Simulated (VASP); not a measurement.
Input of a VASP 6.6.1 run:

The input INCAR:

```
ALGO = Normal
EDIFF = 1E-8
ENCUT = 520
GGA = PE
ISIF = 2
ISMEAR = -1
LASPH = True
LCHARG = False
LEFG = True
LREAL = False
LWAVE = False
NBANDS = 33
NELM = 100
PREC = Accurate
SIGMA = 0.01
```

The input KPOINTS:

```
k-points
0
Gamma
  6 6 9
```

File POSCAR:

```
TaN
1.0
    5.1960008669     -0.0779400130     -0.0779400130
   -2.6654984646      4.5388387553     -0.0285280247
   -0.0436650000     -0.0436650000      2.9110000000
Ta N
3 3
Direct
    0.3333333333      0.6666666667      0.5000000000
    0.6666666667      0.3333333333      0.5000000000
    0.0000000000      0.0000000000      0.0000000000
    0.3928500000      0.0000000000      0.0000000000
    0.6071500000      0.6071500000      0.0000000000
    0.0000000000      0.3928500000      0.0000000000
```

Potentials or basis: VASP PAW PBE potentials, release 64 (Ta_pv, N).

Launch:

```bash
$ cat potpaw_PBE.64/Ta_pv/POTCAR potpaw_PBE.64/N/POTCAR > POTCAR
$ mpirun -np 1 vasp_std > vasp.out
```

(1) Estimate the pressure.

(2) Estimate the largest force.

(3) What does it give for the band gap on the k mesh?

Results:

(1) 6.6 GPa.

(2) 0.427 eV/Å.

(3) zero (bands 24 and 25 overlap by 2.95 eV).

Caveat: the cell differs from its parent crystal (equal xy, yz and zx shear strains of -3 %); the cell stands under pressure; without QUAD_EFG the Cq values of the log hold for a quadrupole moment of 1 mb, not for the nuclei; spin-orbit coupling is left out, which moves the levels of the heavy elements.
